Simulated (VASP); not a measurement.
Write the native input for VASP 6.6.1 that does the following.

```yaml
Task: single point
Functional: PBE
Dispersion: D3(BJ)
Potentials_or_basis: VASP PAW PBE potentials, release 64 (H, C, F)
Cutoff: 520 eV
k_mesh: 2 × 2 × 1
Occupations: fermi-dirac, width 0.02 eV
Spin: no spin polarisation
Dipole_correction: no
Further_INCAR_settings: LREAL = Auto; ALGO = Normal; EDIFF = 1e-06; NBANDS = 72
```

The structure of H4C10F lies in POSCAR:

```
H4C10F
1.0
    5.0487420000      0.0000000000      0.0000000000
    0.0000000000      5.0487420000      0.0000000000
    0.0000000000      0.0000000000     17.1647000000
H C F
8 20 2
Direct
    0.4277897346      0.0000000000      0.0582591015
    0.0722160095      0.0000000000      0.0582591015
    0.9277954786      0.0000000000      0.0582591015
    0.5722217535      0.0000000000      0.0582591015
    0.4277897346      0.5000057440      0.0582591015
    0.0722160095      0.5000057440      0.0582591015
    0.9277954786      0.5000057440      0.0582591015
    0.5722217535      0.5000057440      0.0582591015
    0.2500028720      0.0000000000      0.0952361533
    0.7500086160      0.0000000000      0.0952361533
    0.2500028720      0.5000057440      0.0952361533
    0.7500086160      0.5000057440      0.0952361533
    0.2500028720      0.2500028720      0.1472324014
    0.7500086160      0.2500028720      0.1472324014
    0.2500028720      0.7500086160      0.1472324014
    0.7500086160      0.7500086160      0.1472324014
   -0.0097251949      0.2614710754      0.1977430424
    0.5045019135      0.2463187859      0.1959836175
   -0.0091507944      0.7344799952      0.2075655269
    0.4919641368      0.7504047543      0.2060740939
   -0.0044961695      0.0275910316      0.2546505328
    0.4854872758      0.0141817506      0.2536543021
    0.0052686392      0.4830906392      0.2553321643
    0.4976091074      0.4748113490      0.2554894638
    0.2318201247      0.1032138303      0.2997255996
    0.7467998959      0.1194753069      0.2949075719
    0.2549744075      0.4061407772      0.2997022960
    0.7387582887      0.3895623900      0.3015083281
    0.2091015940      0.9794717179      0.3707026630
    0.2748803563      0.5085227171      0.3710929990
```

The input as run:

INCAR

```
PREC     = Accurate       # precision mode
ENCUT    = 520            # plane-wave cutoff, eV
EDIFF    = 1E-6           # SCF threshold, eV
ISMEAR   = -1             # smearing method
SIGMA    = 0.02           # smearing width, eV
LREAL    = Auto         
LASPH    = T              # aspherical terms in the spheres
NELM     = 100            # most SCF steps
ALGO     = Normal         # electronic algorithm
ISIF     = 2              # what is computed and relaxed
LWAVE    = F              # write WAVECAR
LCHARG   = T              # write CHGCAR
GGA      = PE             # functional
IVDW     = 12             # dispersion correction
LELF     = T              # ELF
LVHAR    = T            
NBANDS   = 72             # bands
```

KPOINTS

```
Automatic mesh
0
Gamma
  2 2 1
```

Potentials or basis: VASP PAW PBE potentials, release 64 (H, C, F).

The run is started by

```sh
$ cat potpaw_PBE.64/H/POTCAR potpaw_PBE.64/C/POTCAR potpaw_PBE.64/F/POTCAR > POTCAR
$ mpirun -np 1 vasp_std > vasp.out
```

Results of the run:

```json
{
  "Largest force": "8.976 eV/Å",
  "Band gap on the k mesh": "1.10 eV",
  "Dispersion energy per atom": "-0.108 eV"
}
```

Caveat: the k points lie up to 0.62 Å⁻¹ apart; the atoms stand as in a frame of molecular dynamics.

It took 6.3 min on 1 thread of AMD EPYC 7R43 64-Core Processor (Zen 3) (shared host), peak memory 0.47 GiB.
